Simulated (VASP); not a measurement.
# Os (Fd-3m) in VASP: further runs

Runs on Os. Level: RPBE. Tasks: single point.

Program: VASP 6.6.1. These are calculated values, not measurements. Logs are shortened: lines on timing, memory, paths and dates and some standing lists are left out, and cuts for length are marked.

## Step 1: The cell of the first run

It takes space group Fd-3m (No. 227, cubic). Conventional cell: a = 5.581 Å, b = 5.581 Å, c = 5.581 Å, α = 90.00°, β = 90.00°, γ = 90.00°. Within 3.2 Å of Os (site symmetry -43m) lie 4 Os at 2.42 Å.

This isn't the form of Os at room conditions, which is hcp.

## Step 2: Single point, RPBE

Contents of INCAR:

```
PREC = Accurate
ENCUT = 520
EDIFF = 1E-6
ISMEAR = -1
SIGMA = 0.1
LREAL = False
LASPH = True
NELM = 80
ALGO = Normal
ISIF = 2
LWAVE = False
LCHARG = False
GGA = RP
NBANDS = 15
```

Contents of KPOINTS:

```
Automatic mesh
0
Gamma
  10 10 10
```

Contents of POSCAR:

```
Os
1.0
    0.0000000000      2.7903079534      2.7903079534
    2.7903079534      0.0000000000      2.7903079534
    2.7903079534      2.7903079534      0.0000000000
Os
2
Direct
    0.1250000000      0.1250000000      0.1250000000
    0.8750000000      0.8750000000      0.8750000000
```

Potentials or basis: VASP PAW PBE potentials, release 64 (Os).

On the command line:

```sh
> cat potpaw_PBE.64/Os/POTCAR > POTCAR
> mpirun -np 1 vasp_std > vasp.out
```

OUTCAR:

```text
PREC = Accurate
   ENCUT = 520
   EDIFF = 1E-6
   ISMEAR = -1
   LREAL = False
   LASPH = True
   NELM = 80
   ISIF = 2
   GGA = RP

 ion  position               nearest neighbor table
   1  0.125  0.125  0.125-   2 2.42   2 2.42   2 2.42   2 2.42
   2  0.875  0.875  0.875-   1 2.42   1 2.42   1 2.42   1 2.42

  LATTYP: Found a face centered cubic cell.
 ALAT       =     5.5806159068

  Lattice vectors:

 A1 = (   0.0000000000,   2.7903079534,   2.7903079534)
 A2 = (   2.7903079534,   0.0000000000,   2.7903079534)
 A3 = (   2.7903079534,   2.7903079534,   0.0000000000)

Analysis of symmetry for initial positions (statically):
=====================================================================
 Subroutine PRICEL returns:
 Original cell was already a primitive cell.

 Routine SETGRP: Setting up the symmetry group for a
 face centered cubic supercell.

 Subroutine GETGRP returns: Found 48 space group operations
 (whereof 12 operations were pure point group operations)
 out of a pool of 48 trial point group operations.

The static configuration has the point symmetry D_3d.
 The point group associated with its full space group is O_h .

Analysis of symmetry for dynamics (positions and initial velocities):
=====================================================================
 Subroutine PRICEL returns:
 Original cell was already a primitive cell.

 Routine SETGRP: Setting up the symmetry group for a
 face centered cubic supercell.

 Subroutine GETGRP returns: Found 48 space group operations
 (whereof 12 operations were pure point group operations)
 out of a pool of 48 trial point group operations.

The dynamic configuration has the point symmetry D_3d.
 The point group associated with its full space group is O_h .

 Subroutine INISYM returns: Found 48 space group operations
 (whereof 12 operations are pure point group operations),
 and found     1 'primitive' translations

----------------------------------------------------------------------------------------

                                     Primitive cell

  volume of cell :      43.4497

  direct lattice vectors                    reciprocal lattice vectors
     0.000000000  2.790307953  2.790307953    -0.179191691  0.179191691  0.179191691
     2.790307953  0.000000000  2.790307953     0.179191691 -0.179191691  0.179191691
     2.790307953  2.790307953  0.000000000     0.179191691  0.179191691 -0.179191691

  length of vectors
     3.946091351  3.946091351  3.946091351     0.310369113  0.310369113  0.310369113

  position of ions in fractional coordinates (direct lattice)
     0.125000000  0.125000000  0.125000000
     0.875000000  0.875000000  0.875000000

  ion indices of the primitive-cell ions
   primitive index   ion index
                 1           1
                 2           2

----------------------------------------------------------------------------------------

 KPOINTS: Automatic mesh

Automatic generation of k-mesh.
 Grid dimensions read from file:
 generate k-points for:   10   10   10

 Generating k-lattice:

  Cartesian coordinates                     Fractional coordinates (reciprocal lattice)
    -0.017919169  0.017919169  0.017919169     0.100000000  0.000000000  0.000000000
     0.017919169 -0.017919169  0.017919169     0.000000000  0.100000000  0.000000000
     0.017919169  0.017919169 -0.017919169     0.000000000  0.000000000  0.100000000

  Length of vectors
     0.031036911  0.031036911  0.031036911

  Shift w.r.t. Gamma in fractional coordinates (k-lattice)
     0.000000000  0.000000000  0.000000000

 Subroutine IBZKPT returns following result:
 ===========================================

 Found     47 irreducible k-points:

 Following reciprocal coordinates:
            Coordinates               Weight
  0.000000  0.000000  0.000000      1.000000
  0.100000  0.000000  0.000000      8.000000
  0.200000  0.000000  0.000000      8.000000
  0.300000  0.000000  0.000000      8.000000
  0.400000  0.000000  0.000000      8.000000
  0.500000  0.000000  0.000000      4.000000
[... 16 lines left out ...]
  0.300000  0.300000  0.000000      6.000000
  0.400000  0.300000  0.000000     24.000000
 [... further k-points ...]
   k-points           NKPTS =     47   k-points in BZ     NKDIM =     47   number of bands    NBANDS=     15
   number of dos      NEDOS =    301   number of ions     NIONS =      2
   total plane-waves  NPLWV =  27000
   dimension x,y,z NGX =    30 NGY =   30 NGZ =   30
   dimension x,y,z NGXF=    60 NGYF=   60 NGZF=   60
   ions per type =               2
   NGX,Y,Z   is equivalent  to a cutoff of  12.64, 12.64, 12.64 a.u.
   NGXF,Y,Z  is equivalent  to a cutoff of  25.28, 25.28, 25.28 a.u.
 SYSTEM =  unknown system
   PREC   = accura    normal or accurate (medium, high low for compatibility)
   ISTART =      0    job   : 0-new  1-cont  2-samecut
   ICHARG =      2    charge: 1-file 2-atom 10-const
   ISPIN  =      1    spin polarized calculation?
   LNONCOLLINEAR =      F non collinear calculations
   LSORBIT =      F    spin-orbit coupling
   LASPH  =      T    aspherical Exc in radial PAW
   ENCUT  =  520.0 eV  38.22 Ry    6.18 a.u.   7.34  7.34  7.34*2*pi/ulx,y,z
   NELM   =     80;   NELMIN=  2; NELMDL= -5     # of ELM steps
   EDIFF  = 0.1E-05   stopping-criterion for ELM
   LREAL  =      F    real-space projection
   EDIFFG = 0.1E-04   stopping-criterion for IOM
   NSW    =      0    number of steps for IOM
   IBRION =     -1    ionic relax: 0-MD 1-quasi-New 2-CG
   NFREE  =      0    steps in history (QN), initial steepest desc. (CG)
   ISIF   =      2    stress and relaxation
   ISYM   =      2    0-nonsym 1-usesym 2-fastsym
   POTIM  = 0.5000    time-step for ionic-motion
   TEBEG  =    0.0;   TEEND  =   0.0 temperature during run
   PSTRESS=    0.0 pullay stress
   NELECT =      16.0000    total number of electrons
   NUPDOWN=      -1.0000    fix difference up-down
   EMIN   =  10.00;   EMAX   =-10.00  energy-range for DOS
   EFERMI =   0.00;   METHOD = LEGACY
   ISMEAR =    -1;   SIGMA  =   0.10  broadening in eV -4-tet -1-fermi 0-gaus
   EFERMI_NEDOS =   21; number of points for ismear=-14 and -15
   IALGO  =     38    algorithm
   IMIX   =      4    mixing-type and parameters
     AMIX     =   0.40;   BMIX     =  1.00
     AMIX_MAG =   1.60;   BMIX_MAG =  1.00
  volume/ion in A,a.u.               =      21.72       146.61
  Fermi-wavevector in a.u.,A,eV,Ry     =   1.173418  2.217438 18.733990  1.376909
  Thomas-Fermi vector in A             =   2.309831
   LORBIT       =      0    0 simple, 1 ext, 2 COOP (PROOUT), +10 PAW based schemes
   GGA     = RP    functional components
   LHFCALC =     F    Hartree Fock is set to
   AEXX    =    0.0000 exact exchange contribution
   IVDW    =     0    specifies the selected vdW correction
   LEPSILON=     F    determine dielectric tensor
   LRPA    =     F    only Hartree local field effects (RPA)
 non-spin polarized calculation
  energy-cutoff  :      520.00
  volume of cell :       43.45
 maximum number of plane-waves:      1211
 NGX is ok and might be reduce to    30
   NGX = 15   NGY = 15   NGZ = 15

 number of electron      15.9999998 magnetization

 Free energy of the ion-electron system (eV)
  ---------------------------------------------------
  ext. energy  EPLUGINS =         0.00000000
  ---------------------------------------------------
  free energy    TOTEN  =       -18.87604617 eV

  energy without entropy =      -18.81795938  energy(sigma->0) =      -18.84700278

 E-fermi :   4.3516     XC(G=0): -11.0699

 val. band max:        4.3464913331   @ k =   0.3000   0.2000   0.1000
 cond. band min:       4.3679572222   @ k =   0.3000   0.2000   0.0000
 fundamental gap:      0.0214658891
 Fermi energy:         4.3516421266

 k-point     1 :       0.0000    0.0000    0.0000
  band No.  band energies     occupation
      1      -3.1042      2.00000
      2       0.2588      2.00000
      3       0.2588      2.00000
      4       0.8384      2.00000
      5       0.8384      2.00000
      6       0.8384      2.00000
      7       3.8090      1.99124
      8       3.8090      1.99124
      9       3.8090      1.99124
     10       6.7937      0.00000
     11       6.7937      0.00000
     12      15.6059      0.00000
     13      15.6093      0.00000
     14      17.1179      0.00000
     15      17.1179      0.00000

 k-point     2 :       0.1000    0.0000    0.0000
  band No.  band energies     occupation
      1      -2.9252      2.00000
      2       0.1575      2.00000
      3       0.1575      2.00000
      4       0.8153      2.00000
      5       1.0102      2.00000
      6       1.0102      2.00000
      7       3.6173      1.99871
      8       3.7833      1.99322
      9       3.7833      1.99322
     10       6.7783      0.00000
     11       6.7783      0.00000
     12      14.8323      0.00000
     13      15.5187      0.00000
     14      16.9127      0.00000
     15      16.9543      0.00000

 k-point     3 :       0.2000    0.0000    0.0000
  band No.  band energies     occupation
      1      -2.4205      2.00000
      2       0.0633      2.00000
      3       0.0633      2.00000
      4       0.7600      2.00000
      5       1.2377      2.00000
      6       1.2377      2.00000
      7       3.1725      1.99998
      8       3.7981      1.99214
      9       3.7981      1.99214
     10       6.7114      0.00000
     11       6.7114      0.00000
     12      12.5961      0.00000
     13      14.8144      0.00000
     14      15.9937      0.00000
     15      15.9937      0.00000
[... 343 lines left out ...]
 k-point    23 :       0.3000    0.3000    0.0000
  band No.  band energies     occupation
      1      -1.0600      2.00000
      2      -0.6797      2.00000
      3       0.7602      2.00000
      4       0.7602      2.00000
      5       1.1879      2.00000
      6       1.3501      2.00000
      7       2.1186      2.00000
      8       4.8814      0.00995
      9       4.8814      0.00995
     10       5.1172      0.00095
     11       7.1390      0.00000
     12      11.3141      0.00000
     13      11.4600      0.00000
     14      11.4600      0.00000
     15      14.4287      0.00000

 k-point    24 :       0.4000    0.3000    0.0000
  band No.  band energies     occupation
      1      -0.6707      2.00000
      2      -0.3928      2.00000
      3       0.3850      2.00000
      4       0.6972      2.00000
      5       1.1878      2.00000
      6       1.6580      2.00000
      7       2.2119      2.00000
      8       4.5376      0.26952
      9       5.1836      0.00049
     10       5.4811      0.00002
     11       7.1246      0.00000
     12       9.5360      0.00000
     13      10.5001      0.00000
     14      10.6386      0.00000
     15      14.8357      0.00000

 [... further k-points ...]
[... 5 lines left out ...]
  --------------------------------------------------------------------------------------
  -------------------------------------------------------------------------------------
  Total       -0.2884232     -0.2884232     -0.2884232      0.0000000      0.0000000     -0.0000000
  in kB      -10.6354133    -10.6354133    -10.6354133      0.0000000      0.0000000     -0.0000000
  external PRESSURE =     -10.6354133 kB  Pullay stress =       0.0000000 kB

 VOLUME and BASIS-vectors are now :
 -----------------------------------------------------------------------------
  energy-cutoff  :      520.00
  volume of cell :       43.45
      direct lattice vectors                 reciprocal lattice vectors
     0.000000000  2.790307953  2.790307953    -0.179191691  0.179191691  0.179191691
     2.790307953  0.000000000  2.790307953     0.179191691 -0.179191691  0.179191691
     2.790307953  2.790307953  0.000000000     0.179191691  0.179191691 -0.179191691

 POSITION                                       TOTAL-FORCE (eV/Angst)
 -----------------------------------------------------------------------------------
      0.69758      0.69758      0.69758         0.000000      0.000000     -0.000000
      4.88304      4.88304      4.88304        -0.000000     -0.000000      0.000000
 -----------------------------------------------------------------------------------
    total drift:                               -0.000000      0.000000      0.000000

  FREE ENERGIE OF THE ION-ELECTRON SYSTEM (eV)
  ---------------------------------------------------
  free  energy   TOTEN  =       -18.8760461731 eV

  energy  without entropy=      -18.8179593814  energy(sigma->0) =      -18.84700278
```

Run time: 18 s. Hardware: 1 thread of Intel Xeon 6975P-C (Granite Rapids), shared host; peak memory 0.17 GiB.

Results:

```
Free energy            : -18.8760 eV
Pressure               : -1.1 GPa
Band gap on the k mesh : zero (bands 8 and 9 overlap by 1.10 eV)
```

Caveat: the PAW data sets were made with another functional, which shifts forces and pressure a little; spin-orbit coupling is left out, which moves the levels of the heavy elements.

## Step 3: Single point, RPBE (19.12 Å³/atom)

This run uses another cell than the first one, of 19.12 Å³/atom.

Edit INCAR of step 2 so:

```diff
@@ -11,4 +11,6 @@
 LWAVE = False
-LCHARG = False
+LCHARG = True
 GGA = RP
+LELF = True
+LVHAR = True
 NBANDS = 15
```

Contents of KPOINTS:

```
regular mesh
0
Gamma
  11 11 11
```

Contents of POSCAR:

```
Os
1.0
    0.0000000000      2.6739073871      2.6739073871
    2.6739073871      0.0000000000      2.6739073871
    2.6739073871      2.6739073871      0.0000000000
Os
2
Direct
    0.1250000000      0.1250000000      0.1250000000
    0.8750000000      0.8750000000      0.8750000000
```

Potentials or basis: VASP PAW PBE potentials, release 64 (Os).

On the command line:

```sh
> cat potpaw_PBE.64/Os/POTCAR > POTCAR
> mpirun -np 1 vasp_std > vasp.out
```

Run time: 13 s. Hardware: 1 thread of Intel Xeon 6975P-C (Granite Rapids), shared host; peak memory 0.17 GiB.

Results (log left out):

- Free energy: -18.4343 eV
- Pressure: 31.6 GPa
- Band gap on the k mesh: zero (bands 8 and 9 overlap by 1.16 eV)

Levels at points of the mesh, in eV from the Fermi level:
| k point | band 5 | band 6 | band 7 | band 8 | band 9 | band 10 | band 11 | band 12 |
| --- | --- | --- | --- | --- | --- | --- | --- | --- |
| (0.00, 0.00, 0.00) | -3.97 | -3.97 | -0.61 | -0.61 | -0.61 | 3.05 | 3.05 | 11.67 |

Caveat: the cell stands under pressure; the PAW data sets were made with another functional, which shifts forces and pressure a little; spin-orbit coupling is left out, which moves the levels of the heavy elements.

## Step 4: Single point, RPBE (19.99 Å³/atom)

This run uses another cell than the first one, of 19.99 Å³/atom.

Contents of INCAR:

```
PREC = Accurate ; ENCUT = 520
EDIFF = 1E-6 ; ISMEAR = -1
SIGMA = 0.1 ; LREAL = F
LASPH = T ; NELM = 80
ALGO = Normal ; ISIF = 2
LWAVE = F ; LCHARG = F
GGA = RP ; NBANDS = 15
```

Contents of KPOINTS:

```
Automatic mesh
0
Gamma
  11 11 11
```

Contents of POSCAR:

```
Os
1.0
    0.0000000000      2.7138223372      2.7138223372
    2.7138223372      0.0000000000      2.7138223372
    2.7138223372      2.7138223372      0.0000000000
Os
2
Direct
    0.1250000000      0.1250000000      0.1250000000
    0.8750000000      0.8750000000      0.8750000000
```

On the command line:

```sh
> cat potpaw_PBE.64/Os/POTCAR > POTCAR
> mpirun -np 1 vasp_std > vasp.out
```

It took 16 s on 1 thread of Intel Xeon 6975P-C (Granite Rapids), shared host; peak memory 0.18 GiB.

It converged, with:

| Quantity | Value |
| --- | --- |
| Free energy | -18.7030 eV |
| Pressure | 18.2 GPa |
| Band gap on the k mesh | zero (bands 8 and 9 overlap by 1.10 eV) |

Levels at points of the mesh, in eV from the Fermi level:
```tsv
k point	band 5	band 6	band 7	band 8	band 9	band 10	band 11	band 12
(0.00, 0.00, 0.00)	-3.81	-3.81	-0.58	-0.58	-0.58	2.83	2.83	11.55
```

Caveat: the cell stands under pressure; the PAW data sets were made with another functional, which shifts forces and pressure a little; spin-orbit coupling is left out, which moves the levels of the heavy elements.

## Step 5: Single point, RPBE (20.86 Å³/atom)

This run uses another cell than the first one, of 20.86 Å³/atom.

Contents of INCAR:

```
SYSTEM = Os
ALGO = Normal ; EDIFF = 1E-6
ENCUT = 520 ; GGA = RP
ISIF = 2 ; ISMEAR = -1
LASPH = .True. ; LCHARG = .False.
LREAL = .False. ; LWAVE = .False.
NBANDS = 15 ; NELM = 100
PREC = Accurate ; SIGMA = 0.1
```

Contents of KPOINTS:

```
k-points
0
Gamma
  11 11 11
  0 0 0
```

Contents of POSCAR:

```
Os
1.0
    0.0000000000      2.7525964663      2.7525964663
    2.7525964663      0.0000000000      2.7525964663
    2.7525964663      2.7525964663      0.0000000000
Os
2
Direct
    0.1250000000      0.1250000000      0.1250000000
    0.8750000000      0.8750000000      0.8750000000
```

On the command line:

```sh
> cat potpaw_PBE.64/Os/POTCAR > POTCAR
> mpirun -np 1 vasp_std > vasp.out
```

Wall time 17 s (1 thread of Intel Xeon 6975P-C (Granite Rapids), shared host); peak memory 0.18 GiB.

It converged, with:

```
Free energy            : -18.8413 eV
Pressure               : 7.5 GPa
Band gap on the k mesh : zero (bands 8 and 9 overlap by 1.04 eV)
```

Levels at points of the mesh, in eV from the Fermi level:
```csv
k point,band 6,band 7,band 8,band 9,band 10,band 11
"(0.00, 0.00, 0.00)",-3.65,-0.56,-0.56,-0.56,2.63,2.63
```

Caveat: the cell stands under pressure; the PAW data sets were made with another functional, which shifts forces and pressure a little; spin-orbit coupling is left out, which moves the levels of the heavy elements.

## Step 6: Single point, RPBE (21.72 Å³/atom)

Contents of INCAR:

```
ALGO     = Normal         # electronic algorithm
EDIFF    = 1E-7           # SCF threshold, eV
ENCUT    = 520            # plane-wave cutoff, eV
GGA      = RP             # functional
ISIF     = 2              # what is computed and relaxed
ISMEAR   = -1             # smearing method
LASPH    = True           # aspherical terms in the spheres
LCHARG   = False          # write CHGCAR
LREAL    = False          # projectors in reciprocal space
LWAVE    = False          # write WAVECAR
NBANDS   = 15             # bands
NELM     = 100            # most SCF steps
PREC     = Accurate       # precision mode
SIGMA    = 0.1            # smearing width, eV
```

Contents of KPOINTS:

```
k-points
0
Gamma
  11 11 11
```

Contents of POSCAR:

```
Os
1.0
    0.0000000000      2.7903079534      2.7903079534
    2.7903079534      0.0000000000      2.7903079534
    2.7903079534      2.7903079534      0.0000000000
Os
2
Direct
    0.1250000000      0.1250000000      0.1250000000
    0.8750000000      0.8750000000      0.8750000000
```

Potentials or basis: VASP PAW PBE potentials, release 64 (Os).

On the command line:

```sh
> cat potpaw_PBE.64/Os/POTCAR > POTCAR
> mpirun -np 1 vasp_std > vasp.out
```

It took 19 s on 1 thread of Intel Xeon 6975P-C (Granite Rapids), shared host; peak memory 0.18 GiB.

It converged, with:

```
Free energy            : -18.8754 eV
Pressure               : -1.1 GPa
Band gap on the k mesh : zero (bands 8 and 9 overlap by 0.99 eV)
```

Levels at points of the mesh, in eV from the Fermi level:
```csv
k point,band 6,band 7,band 8,band 9,band 10,band 11
"(0.00, 0.00, 0.00)",-3.51,-0.54,-0.54,-0.54,2.45,2.45
```

Caveat: the PAW data sets were made with another functional, which shifts forces and pressure a little; spin-orbit coupling is left out, which moves the levels of the heavy elements.

## Step 7: Overview

| cell | k mesh | gap on the mesh (eV) | pressure (GPa) |
| --- | --- | --- | --- |
| a = 3.946 Å, angles 60.0°, 2 atoms | 10 × 10 × 10 | none | -1.1 |
| a = 3.781 Å, angles 60.0°, 2 atoms | 11 × 11 × 11 | none | 31.6 |
| a = 3.838 Å, angles 60.0°, 2 atoms | 11 × 11 × 11 | none | 18.2 |
| a = 3.893 Å, angles 60.0°, 2 atoms | 11 × 11 × 11 | none | 7.5 |
| a = 3.946 Å, angles 60.0°, 2 atoms | 11 × 11 × 11 | none | -1.1 |

Alike in all rows: task single point; level RPBE; potentials or basis VASP PAW PBE potentials, release 64 (Os); no spin polarisation; cutoff (eV) 520; smearing fermi-dirac 0.1 eV.

Caveats: the PAW data sets were made with another functional, which shifts forces and pressure a little; spin-orbit coupling is left out, which moves the levels of the heavy elements; the cell stands under pressure (at least some runs).

Absolute energies hang on the potentials; compare differences alone.
